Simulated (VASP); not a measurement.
# Al3Cu2 (P-1) in VASP: further runs

Runs on Al3Cu2. Level: LDA. Tasks: single point.

Everything below comes from runs of VASP 6.6.1. Logs are shortened: lines on timing, memory, paths and dates and some standing lists are left out, and cuts for length are marked.

## (1) The cell of the first run

The typed cell holds 5 atoms: a = 4.008 Å, b = 4.008 Å, c = 5.046 Å, α = 90.00°, β = 90.00°, γ = 120.00°.

## (2) Single point, LDA (atoms displaced along a vibrational mode, the cell strained)

Contents of INCAR:

```
PREC = Accurate
ENCUT = 520
EDIFF = 1E-6
ISMEAR = 0
SIGMA = 0.15
LREAL = F
LASPH = T
NELM = 80
ALGO = Fast
ISIF = 2
LWAVE = F
LCHARG = T
LELF = T
LVHAR = T
NBANDS = 24
```

Contents of KPOINTS:

```
Automatic mesh
0
Gamma
  12 12 8
```

Contents of POSCAR:

```
Al3Cu2
1.0
    4.0084666631      0.0000000000      0.0000000000
   -2.0042333315      3.4714339605      0.0000000000
    0.0000000000      0.0000000000      5.0464530283
Al Cu
3 2
Direct
    0.0000000000      0.0000000000      0.0000000000
    0.3455697567      0.6666666667      0.3508928116
    0.6544302433      0.3333333333      0.6491071884
    0.3130163276      0.6666666667      0.8415870660
    0.6869836724      0.3333333333      0.1584129340
```

Potentials or basis: VASP PAW LDA potentials, release 64 (Al, Cu).

Started as:

```bash
cat potpaw_LDA.64/Al/POTCAR potpaw_LDA.64/Cu/POTCAR > POTCAR
mpirun -np 1 vasp_std > vasp.out
```

OUTCAR:

```text
PREC = Accurate
   ENCUT = 520
   EDIFF = 1E-6
   ISMEAR = 0
   LREAL = F
   LASPH = T
   NELM = 80
   ISIF = 2

 ion  position               nearest neighbor table
   1  0.000  0.000  0.000-   4 2.38   5 2.38   4 2.45   5 2.45   5 2.52   4 2.52   2 2.88   3 2.88
                             3 2.91   2 2.91   2 2.95   3 2.95
   2  0.346  0.667  0.351-   4 2.48   5 2.48   5 2.51   5 2.54   4 2.57   3 2.69   3 2.76   3 2.83
                             1 2.88   1 2.91   1 2.95
   3  0.654  0.333  0.649-   5 2.48   4 2.48   4 2.51   4 2.54   5 2.57   2 2.69   2 2.76   2 2.83
                             1 2.88   1 2.91   1 2.95
   4  0.313  0.667  0.842-   1 2.38   1 2.45   2 2.48   3 2.48   3 2.51   1 2.52   3 2.54   2 2.57
                             5 2.70
   5  0.687  0.333  0.158-   1 2.38   1 2.45   3 2.48   2 2.48   2 2.51   1 2.52   2 2.54   3 2.57
                             4 2.70

  LATTYP: Found a hexagonal cell.
 ALAT       =     4.0084666631
 C/A-ratio  =     1.2589484839

  Lattice vectors:

 A1 = (   4.0084666631,   0.0000000000,   0.0000000000)
 A2 = (  -2.0042333315,   3.4714339605,   0.0000000000)
 A3 = (   0.0000000000,   0.0000000000,   5.0464530283)

Analysis of symmetry for initial positions (statically):
=====================================================================
 Subroutine PRICEL returns:
 Original cell was already a primitive cell.

 Routine SETGRP: Setting up the symmetry group for a
 hexagonal supercell.

 Subroutine GETGRP returns: Found  2 space group operations
 (whereof  2 operations were pure point group operations)
 out of a pool of 24 trial point group operations.

The static configuration has the point symmetry S_2 .

Analysis of symmetry for dynamics (positions and initial velocities):
=====================================================================
 Subroutine PRICEL returns:
 Original cell was already a primitive cell.

 Routine SETGRP: Setting up the symmetry group for a
 hexagonal supercell.

 Subroutine GETGRP returns: Found  2 space group operations
 (whereof  2 operations were pure point group operations)
 out of a pool of 24 trial point group operations.

The dynamic configuration has the point symmetry S_2 .

 Subroutine INISYM returns: Found  2 space group operations
 (whereof  2 operations are pure point group operations),
 and found     1 'primitive' translations

----------------------------------------------------------------------------------------

                                     Primitive cell

  volume of cell :      70.2220

  direct lattice vectors                    reciprocal lattice vectors
     4.008466663  0.000000000  0.000000000     0.249471951  0.144032698  0.000000000
    -2.004233332  3.471433961  0.000000000     0.000000000  0.288065396  0.000000000
     0.000000000  0.000000000  5.046453028     0.000000000  0.000000000  0.198158983

  length of vectors
     4.008466663  4.008466663  5.046453028     0.288065396  0.288065396  0.198158983

  position of ions in fractional coordinates (direct lattice)
     0.000000000  0.000000000  0.000000000
     0.345569757  0.666666667  0.350892812
     0.654430243  0.333333333  0.649107188
     0.313016328  0.666666667  0.841587066
     0.686983672  0.333333333  0.158412934

  ion indices of the primitive-cell ions
   primitive index   ion index
                 1           1
                 2           2
                 3           3
                 4           4
                 5           5

----------------------------------------------------------------------------------------

 KPOINTS: Automatic mesh

Automatic generation of k-mesh.
 Grid dimensions read from file:
 generate k-points for:   12   12    8

 Generating k-lattice:

  Cartesian coordinates                     Fractional coordinates (reciprocal lattice)
     0.020789329  0.012002725  0.000000000     0.083333333  0.000000000  0.000000000
     0.000000000  0.024005450  0.000000000     0.000000000  0.083333333  0.000000000
[... 48 lines left out ...]
 NGX is ok and might be reduce to    30
   NGX = 15   NGY = 15   NGZ = 19

 number of electron      31.0000013 magnetization

 Free energy of the ion-electron system (eV)
  ---------------------------------------------------
  ext. energy  EPLUGINS =         0.00000000
  ---------------------------------------------------
  free energy    TOTEN  =       -22.85098140 eV

  energy without entropy =      -22.83526249  energy(sigma->0) =      -22.84312195

 E-fermi :   8.5086     XC(G=0): -11.3189

 val. band max:        8.5075533666   @ k =   0.1667   0.5000   0.1250
 cond. band min:       8.5107263710   @ k =   0.2500  -0.3333  -0.3750
 fundamental gap:      0.0031730044
 Fermi energy:         8.5085982509

 k-point     1 :       0.0000    0.0000    0.0000
  band No.  band energies     occupation
      1      -2.9206      2.00000
      2       1.8333      2.00000
      3       2.3826      2.00000
      4       2.9506      2.00000
      5       2.9818      2.00000
      6       3.3167      2.00000
[... 16 lines left out ...]
     23      14.2682      0.00000
     24      14.5667      0.00000

 k-point     2 :       0.0833   -0.0000    0.0000
  band No.  band energies     occupation
      1      -2.8344      2.00000
      2       1.8826      2.00000
      3       2.3844      2.00000
      4       2.9759      2.00000
      5       2.9925      2.00000
      6       3.3037      2.00000
[... 16 lines left out ...]
     23      14.0762      0.00000
     24      14.2486      0.00000

 k-point     3 :       0.0000    0.0833    0.0000
  band No.  band energies     occupation
      1      -2.8344      2.00000
      2       1.8822      2.00000
      3       2.3836      2.00000
      4       2.9716      2.00000
      5       3.0039      2.00000
      6       3.3125      2.00000
[... 16 lines left out ...]
     23      14.0624      0.00000
     24      14.3208      0.00000
[... 514 lines left out ...]
 k-point    23 :       0.1667    0.0833    0.0000
  band No.  band energies     occupation
      1      -2.3217      2.00000
      2       2.1241      2.00000
      3       2.3212      2.00000
      4       3.0463      2.00000
      5       3.1015      2.00000
      6       3.2434      2.00000
[... 16 lines left out ...]
     23      14.6014      0.00000
     24      15.1903      0.00000

 k-point    24 :      -0.0833    0.2500    0.0000
  band No.  band energies     occupation
      1      -2.3211      2.00000
      2       2.1163      2.00000
      3       2.3191      2.00000
      4       3.0632      2.00000
      5       3.1336      2.00000
      6       3.2728      2.00000
[... 16 lines left out ...]
     23      14.5673      0.00000
     24      15.2248      0.00000

 [... further k-points ...]

------------------------ aborting loop because EDIFF is reached ----------------------------------------

  FORCE on cell =-STRESS in cart. coord.  units (eV):
  Direction    XX          YY          ZZ          XY          YZ          ZX
  --------------------------------------------------------------------------------------
  -------------------------------------------------------------------------------------
  Total        1.6407530      1.4299553     -1.4884660     -0.6920692      0.0074219      0.0429233
  in kB       37.4352194     32.6256845    -33.9606560    -15.7901663      0.1693376      0.9793318
  external PRESSURE =      12.0334160 kB  Pullay stress =       0.0000000 kB

 VOLUME and BASIS-vectors are now :
 -----------------------------------------------------------------------------
  energy-cutoff  :      520.00
  volume of cell :       70.22
      direct lattice vectors                 reciprocal lattice vectors
     4.008466663  0.000000000  0.000000000     0.249471951  0.144032698  0.000000000
    -2.004233332  3.471433961  0.000000000     0.000000000  0.288065396  0.000000000
     0.000000000  0.000000000  5.046453028     0.000000000  0.000000000  0.198158983

 POSITION                                       TOTAL-FORCE (eV/Angst)
 -----------------------------------------------------------------------------------
      0.00000      0.00000      0.00000         0.000000      0.000000      0.000000
      0.04905      2.31429      1.77076        -0.093862      0.025971     -0.005307
      1.95518      1.15714      3.27569         0.093862     -0.025971      0.005307
     -0.08144      2.31429      4.24703         0.383085     -0.008838     -0.149665
      2.08567      1.15714      0.79942        -0.383085      0.008838      0.149665
 -----------------------------------------------------------------------------------
    total drift:                               -0.000000      0.000000     -0.000000

  FREE ENERGIE OF THE ION-ELECTRON SYSTEM (eV)
  ---------------------------------------------------
  free  energy   TOTEN  =       -22.8509814037 eV

  energy  without entropy=      -22.8352624877  energy(sigma->0) =      -22.84312195
```

Wall time 19 min (1 thread of Intel Xeon Platinum 8124M at 3.00GHz (Skylake/Cascade Lake), shared host); peak memory 0.81 GiB.

Results:

| Quantity | Value |
| --- | --- |
| Free energy | -22.8510 eV |
| Pressure | 1.2 GPa |
| Largest force | 0.411 eV/Å |
| Band gap on the k mesh | zero (an odd number of electrons rules out a gap without spin polarisation) |

Forces on the atoms (eV/Å):
```
Al   0.000  0.000  0.000
Al  -0.094  0.026 -0.005
Al   0.094 -0.026  0.005
Cu   0.383 -0.009 -0.150
Cu  -0.383  0.009  0.150
```

Stress tensor (GPa, compression positive):
```
 3.74 -1.58  0.10
-1.58  3.26  0.02
 0.10  0.02 -3.40
```

Levels at points of the mesh, in eV from the Fermi level:
| k point | band 12 | band 13 | band 14 | band 15 | band 16 | band 17 | band 18 | band 19 | band 20 | band 21 |
| --- | --- | --- | --- | --- | --- | --- | --- | --- | --- | --- |
| (0.00, 0.00, 0.00) | -3.79 | -3.79 | 0.00 | 0.13 | 1.46 | 1.76 | 2.96 | 3.32 | 5.43 | 5.48 |
| (0.50, 0.00, 0.00) | -4.23 | -3.14 | -2.90 | -2.72 | -0.78 | -0.06 | 0.49 | 3.03 | 3.78 | 4.87 |
| (0.00, 0.50, 0.00) | -4.20 | -3.16 | -2.88 | -2.70 | -0.85 | -0.10 | 0.50 | 3.05 | 3.80 | 4.89 |
| (0.50, 0.50, 0.00) | -4.18 | -3.11 | -2.89 | -2.67 | -0.96 | -0.15 | 0.59 | 3.03 | 3.87 | 4.89 |
| (0.00, 0.00, 0.50) | -4.26 | 1.13 | 1.38 | 1.55 | 1.62 | 1.70 | 2.28 | 2.65 | 2.73 | 3.46 |
| (0.50, 0.00, 0.50) | -4.32 | -4.20 | -3.60 | -1.67 | -0.13 | 0.99 | 1.23 | 4.93 | 5.01 | 5.14 |
| (0.00, 0.50, 0.50) | -4.34 | -4.24 | -3.60 | -1.69 | -0.13 | 0.98 | 1.27 | 4.81 | 5.02 | 5.13 |
| (0.50, 0.50, 0.50) | -4.34 | -4.31 | -3.60 | -1.69 | -0.04 | 0.91 | 1.27 | 4.70 | 4.91 | 5.28 |

Caveat: the cell differs from its parent crystal (atoms displaced along a vibrational mode, the cell strained); the stress differs along the axes, from -3 to 4 GPa.

## (3) Single point, LDA (atoms displaced along a vibrational mode, the cell strained)

Contents of INCAR:

```
ALGO = Fast ; EDIFF = 1E-7
ENCUT = 520 ; GGA = CA
ISIF = 2 ; ISMEAR = 0
LASPH = T ; LCHARG = T
LELF = T ; LREAL = F
LVHAR = T ; LWAVE = F
NBANDS = 24 ; NELM = 60
PREC = Accurate ; SIGMA = 0.15
```

Contents of KPOINTS:

```
k-points
0
Gamma
  12 12 8
```

Contents of POSCAR:

```
Al3Cu2
1.0
    4.1976658029      0.0000000000      0.0000000000
   -2.0988329014      3.6352852219      0.0000000000
    0.0000000000      0.0000000000      4.5863396035
Al Cu
3 2
Direct
    0.0000000000      0.0000000000      0.0000000000
    0.3639243918      0.6666666667      0.3508928116
    0.6360756082      0.3333333333      0.6491071884
    0.2825408191      0.6666666667      0.8415870660
    0.7174591809      0.3333333333      0.1584129340
```

Potentials or basis: VASP PAW LDA potentials, release 64 (Al, Cu).

Started as:

```bash
cat potpaw_LDA.64/Al/POTCAR potpaw_LDA.64/Cu/POTCAR > POTCAR
mpirun -np 1 vasp_std > vasp.out
```

Wall time 32 min (1 thread of Intel Xeon 8259CL, shared host); peak memory 0.81 GiB.

Results (log left out):

- Free energy: -22.4730 eV
- Pressure: 5.0 GPa
- Largest force: 0.471 eV/Å
- Band gap on the k mesh: zero (an odd number of electrons rules out a gap without spin polarisation)

Forces on the atoms (eV/Å):
```
Al   0.000  0.000  0.000
Al   0.002  0.173 -0.229
Al  -0.002 -0.173  0.229
Cu   0.426  0.003  0.201
Cu  -0.426 -0.003 -0.201
```

Stress tensor (GPa, compression positive):
```
 0.99 -2.63  0.88
-2.63 -3.69 -0.41
 0.88 -0.41 17.78
```

Levels at points of the mesh, in eV from the Fermi level:
```
           k point  band 14  band 15  band 16  band 17  band 18  band 19
(0.00, 0.00, 0.00)    -0.81    -0.48     0.41     1.04     1.81     2.21
(0.50, 0.00, 0.00)    -2.26    -2.01    -0.41     0.18     0.99     3.70
(0.00, 0.50, 0.00)    -2.33    -2.03    -0.42     0.04     1.02     3.75
(0.50, 0.50, 0.00)    -2.22    -2.01    -0.25    -0.09     0.91     3.65
(0.00, 0.00, 0.50)     0.77     1.24     1.54     2.03     2.06     2.14
(0.50, 0.00, 0.50)    -3.53    -1.85    -0.40     0.56     0.62     7.09
(0.00, 0.50, 0.50)    -3.49    -1.94    -0.59     0.66     0.80     6.79
(0.50, 0.50, 0.50)    -3.47    -1.89    -0.20     0.47     0.72     6.48
```

Caveat: the cell differs from its parent crystal (atoms displaced along a vibrational mode, the cell strained); the stress differs along the axes, from -4 to 18 GPa.

## (4) Single point, LDA (atoms displaced along a vibrational mode, the cell strained)

Contents of INCAR:

```
SYSTEM = Al3Cu2
PREC = Accurate
ENCUT = 520
EDIFF = 1E-7
ISMEAR = 0
SIGMA = 0.15
LREAL = .False.
LASPH = .True.
NELM = 80
ALGO = Fast
ISIF = 2
LWAVE = .False.
LCHARG = .False.
GGA = CA
NBANDS = 24
```

Contents of KPOINTS:

```
regular mesh
0
Gamma
  12 12 8
  0 0 0
```

Contents of POSCAR:

```
Al3Cu2
1.0
    3.9610147888      0.0000000000      0.0000000000
   -1.9805073944      3.4303394319      0.0000000000
    0.0000000000      0.0000000000      5.1618512506
Al Cu
3 2
Direct
    0.0000000000      0.0000000000      0.0000000000
    0.3516879684      0.6666666667      0.3508928116
    0.6483120316      0.3333333333      0.6491071884
    0.3028578248      0.6666666667      0.8415870660
    0.6971421752      0.3333333333      0.1584129340
```

Started as:

```bash
cat potpaw_LDA.64/Al/POTCAR potpaw_LDA.64/Cu/POTCAR > POTCAR
mpirun -np 1 vasp_std > vasp.out
```

Run time: 19 min. Hardware: 1 thread of AMD EPYC 7R13 (Zen 3), shared host; peak memory 0.78 GiB.

It converged, with:

```yaml
Free_energy: -22.7054 eV
Pressure: 2.0 GPa
Largest_force: 0.713 eV/Å
Band_gap_on_the_k_mesh: zero (an odd number of electrons rules out a gap without spin polarisation)
```

Forces in eV/Å, atoms in the order of the input:
```
Al   0.000  0.000  0.000
Al  -0.154  0.056 -0.022
Al   0.154 -0.056  0.022
Cu   0.651 -0.026 -0.289
Cu  -0.651  0.026  0.289
```

Stress tensor (GPa, compression positive):
```
 6.50 -2.54 -0.07
-2.54  5.59  0.09
-0.07  0.09 -6.15
```

Levels at points of the mesh, in eV from the Fermi level:
```csv
k point,band 13,band 14,band 15,band 16,band 17,band 18,band 19,band 20
"(0.00, 0.00, 0.00)",-3.77,0.28,0.45,1.64,2.10,3.34,3.70,5.48
"(0.50, 0.00, 0.00)",-3.20,-2.79,-2.67,-0.82,-0.15,0.69,3.01,3.74
"(0.00, 0.50, 0.00)",-3.24,-2.75,-2.65,-0.91,-0.19,0.67,3.08,3.77
"(0.50, 0.50, 0.00)",-3.15,-2.70,-2.65,-1.09,-0.28,0.84,3.02,3.87
"(0.00, 0.00, 0.50)",1.15,1.21,1.66,1.82,1.92,2.11,2.85,2.98
"(0.50, 0.00, 0.50)",-4.14,-3.55,-1.51,-0.04,1.22,1.51,4.50,4.62
"(0.00, 0.50, 0.50)",-4.18,-3.56,-1.54,-0.05,1.20,1.56,4.43,4.64
"(0.50, 0.50, 0.50)",-4.25,-3.55,-1.54,0.08,1.08,1.56,4.27,4.50
```

Caveat: the cell differs from its parent crystal (atoms displaced along a vibrational mode, the cell strained); the stress differs along the axes, from -6 to 7 GPa.

## (5) Single point, LDA (atoms displaced along a vibrational mode)

Contents of INCAR:

```
SYSTEM = Al3Cu2
  ALGO = Fast
  EDIFF = 1E-6
  ENCUT = 520
  ISIF = 2
  ISMEAR = 0
  LASPH = .TRUE.
  LCHARG = .FALSE.
  LREAL = .FALSE.
  LWAVE = .FALSE.
  NBANDS = 24
  NELM = 60
  PREC = Accurate
  SIGMA = 0.15
```

Contents of KPOINTS:

```
k-points
0
G
  12 12 8
  0 0 0
```

Contents of POSCAR:

```
Al3Cu2
1.0
    4.0557157516      0.0000000000      0.0000000000
   -2.0278578758      3.5123528714      0.0000000000
    0.0000000000      0.0000000000      4.9315479608
Al Cu
3 2
Direct
    0.0000000000      0.0000000000      0.0000000000
    0.3455697567      0.6666666667      0.3508928116
    0.6544302433      0.3333333333      0.6491071884
    0.3130163276      0.6666666667      0.8415870660
    0.6869836724      0.3333333333      0.1584129340
```

Started as:

```bash
cat potpaw_LDA.64/Al/POTCAR potpaw_LDA.64/Cu/POTCAR > POTCAR
mpirun -np 1 vasp_std > vasp.out
```

Run time: 34 min. Hardware: 1 thread of Intel Xeon 8259CL, shared host; peak memory 0.82 GiB.

Results (log left out):

```
Free energy            : -22.8900 eV
Pressure               : 1.0 GPa
Largest force          : 0.332 eV/Å
Band gap on the k mesh : zero (an odd number of electrons rules out a gap without spin polarisation)
```

Forces on the atoms (eV/Å):
```
Al   0.000  0.000  0.000
Al  -0.081  0.027 -0.014
Al   0.081 -0.027  0.014
Cu   0.329 -0.007 -0.042
Cu  -0.329  0.007  0.042
```

Stress tensor (GPa, compression positive):
```
 1.42 -1.39  0.33
-1.39  0.82 -0.02
 0.33 -0.02  0.63
```

Levels at points of the mesh, in eV from the Fermi level:
```csv
k point,band 12,band 13,band 14,band 15,band 16,band 17,band 18,band 19,band 20,band 21
"(0.00, 0.00, 0.00)",-3.78,-3.72,-0.26,-0.13,1.21,1.50,2.60,2.97,5.44,5.47
"(0.50, 0.00, 0.00)",-4.28,-3.12,-3.01,-2.63,-0.66,-0.01,0.34,3.09,3.82,4.86
"(0.00, 0.50, 0.00)",-4.25,-3.14,-2.98,-2.61,-0.73,-0.04,0.36,3.11,3.85,4.88
"(0.50, 0.50, 0.00)",-4.23,-3.11,-2.98,-2.58,-0.84,-0.06,0.43,3.09,3.92,4.88
"(0.00, 0.00, 0.50)",-4.33,0.95,1.22,1.41,1.46,1.87,2.44,2.51,2.59,3.28
"(0.50, 0.00, 0.50)",-4.36,-4.21,-3.64,-1.79,-0.23,0.81,0.99,5.34,5.50,5.57
"(0.00, 0.50, 0.50)",-4.38,-4.26,-3.63,-1.81,-0.23,0.80,1.03,5.23,5.45,5.61
"(0.50, 0.50, 0.50)",-4.39,-4.34,-3.63,-1.81,-0.14,0.75,1.02,5.12,5.35,5.77
```

Caveat: the cell differs from its parent crystal (atoms displaced along a vibrational mode).

## (6) Overview

```tsv
cell	further INCAR settings	gap on the mesh (eV)	pressure (GPa)	largest force (eV/Å)
a = 4.008, b = 4.008, c = 5.046 Å, angles 90.0, 90.0, 120.0°, 5 atoms, atomic positions A	ALGO = Fast; EDIFF = 1e-06; NBANDS = 24	none	1.2	0.41
a = 4.198, b = 4.198, c = 4.586 Å, angles 90.0, 90.0, 120.0°, 5 atoms, atomic positions B	ALGO = Fast; EDIFF = 1e-07; NBANDS = 24	none	5.0	0.47
a = 3.961, b = 3.961, c = 5.162 Å, angles 90.0, 90.0, 120.0°, 5 atoms, atomic positions C	ALGO = Fast; EDIFF = 1e-07; NBANDS = 24	none	2.0	0.71
a = 4.056, b = 4.056, c = 4.932 Å, angles 90.0, 90.0, 120.0°, 5 atoms, atomic positions A	ALGO = Fast; EDIFF = 1e-06; NBANDS = 24	none	1.0	0.33
```

Alike in all rows: task single point; level LDA; potentials or basis VASP PAW LDA potentials, release 64 (Al, Cu); no spin polarisation; k mesh 12 × 12 × 8; cutoff (eV) 520; smearing gaussian 0.15 eV.

Caveats: the stress differs along the axes, from -3 to 4 GPa (at least some runs); the stress differs along the axes, from -4 to 18 GPa (at least some runs); the stress differs along the axes, from -6 to 7 GPa (at least some runs).

Total energies depend on the potentials used, so only differences within one code and one set of settings carry meaning.
